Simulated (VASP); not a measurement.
## TiSi16 (a cell with a defect): single point with PBE

TiSi16 (a cell with a defect):

```
Si Ti
1.0
     0.00000    5.43000    5.43000
     5.43000    0.00000    5.43000
     5.43000    5.43000    0.00000
Si Ti
16 1
Direct
  0.03872 0.99233 0.98163
  0.13402 0.09806 0.13771
  0.01120 0.97523 0.53164
  0.14059 0.15011 0.59293
  0.98336 0.47391 0.05283
  0.09914 0.63983 0.13837
  0.97263 0.54492 0.50985
  0.10816 0.58536 0.67164
  0.50787 0.96800 0.02518
  0.64226 0.10649 0.13684
  0.51684 0.00655 0.49546
  0.64505 0.11072 0.64035
  0.47825 0.50733 0.02440
  0.61497 0.59429 0.17440
  0.46634 0.52264 0.52531
  0.58694 0.65698 0.66912
  0.75658 0.27297 0.76216
```

| Item | Value |
| --- | --- |
| Program | VASP 6.6.1 |
| Task | single point |
| Functional | PBE |
| Potentials or basis | VASP PAW PBE potentials, release 64 (Si, Ti_sv) |
| Cutoff | 520 eV |
| k mesh | 2 × 2 × 2 |
| Occupations | fermi-dirac, width 0.02 eV |
| Spin | no spin polarisation |

The pressure is 4.4 GPa, the largest force is 2.540 eV/Å and the band gap on the k mesh is zero (bands 38 and 39 overlap by 0.41 eV).

Forces in eV/Å, atoms in the order of the input:
```
Si   0.200 -1.302  0.047
Si   1.353  1.089  0.255
Si  -1.309 -0.027  0.142
Si  -0.070  0.722  0.398
Si  -0.906 -0.110  0.079
Si  -0.680  0.788 -0.279
Si  -1.065 -0.954 -1.131
Si   2.201  0.753  1.020
Si   0.008 -0.170  0.538
Si   0.068  0.003  0.061
Si   1.366 -0.259  0.572
Si   0.477 -0.939 -0.673
Si   0.531  0.837 -0.787
Si  -0.618 -1.136  0.773
Si   0.309  2.063 -0.367
Si  -0.855 -0.705  0.117
Ti  -1.010 -0.654 -0.765
```

Stress tensor (GPa, compression positive):
```
 3.78  1.03 -0.21
 1.03  4.99  0.00
-0.21  0.00  4.40
```

Levels at points of the mesh, in eV from the Fermi level:
| k point | band 36 | band 37 | band 38 | band 39 | band 40 | band 41 |
| --- | --- | --- | --- | --- | --- | --- |
| (0.00, 0.00, 0.00) | -0.88 | -0.56 | -0.39 | -0.22 | -0.04 | 0.00 |
| (0.50, 0.00, 0.00) | -1.15 | -0.26 | -0.06 | 0.23 | 0.37 | 0.60 |
| (0.00, 0.50, 0.00) | -1.36 | -0.25 | 0.05 | 0.06 | 0.35 | 0.47 |
| (0.00, 0.00, 0.50) | -1.29 | -0.38 | -0.18 | 0.03 | 0.38 | 0.66 |
| (0.50, 0.50, 0.50) | -0.95 | -0.28 | -0.22 | 0.15 | 0.42 | 0.66 |
| (0.50, 0.50, 0.00) | -1.65 | -0.66 | 0.01 | 0.42 | 0.80 | 0.94 |
| (0.00, 0.50, 0.50) | -1.62 | -0.55 | -0.10 | 0.43 | 0.67 | 1.17 |
| (0.50, 0.00, 0.50) | -1.62 | -0.61 | 0.18 | 0.61 | 0.69 | 0.90 |

Run time: 2.7 min on 1 thread of Intel(R) Xeon(R) 6975P-C (Granite Rapids), with other jobs on the host, peak memory 0.5 GiB.

Caveat: the k points lie up to 0.50 Å⁻¹ apart.
